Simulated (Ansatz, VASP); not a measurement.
**Two plane-wave programs on In3As**

```
CELL_PARAMETERS angstrom
4.60854 0.00000 0.00000
0.00000 4.60854 0.00000
0.00000 0.00000 4.60854
ATOMIC_POSITIONS crystal
In 0.50000 0.50000 0.00000
In 0.50000 0.00000 0.50000
In 0.00000 0.50000 0.50000
As 0.00000 0.00000 0.00000
```

Alike in both runs: task single point; functional LDA; k mesh 6 × 6 × 6; occupations fermi-dirac, width 0.05 eV; no spin polarisation.

|  | VASP | Ansatz |
| --- | --- | --- |
| version | VASP 6.6.1 | Ansatz 0.2.0 |
| potentials or method | VASP PAW LDA potentials, release 64 (In_d, As) | Ansatz PAW |
| plane-wave cutoff (eV) | 520 | 420 |
| valence electrons in the cell | 44 | 54 |

|  | VASP | Ansatz | Ansatz less VASP |
| --- | --- | --- | --- |
| gap on the k mesh at the Fermi level (eV) | none | none | - |
| pressure (GPa) | -2.2 | -2.3 | -0.05 |

LDA's correlation is that of Perdew and Zunger in VASP and of Perdew and Wang (1992) in Ansatz. A gap of «none» marks a metal or a gap that the smearing closes. VASP's potentials hold 44 valence electrons a cell and Ansatz's 54, so a difference there can come from the potentials and not from the codes.
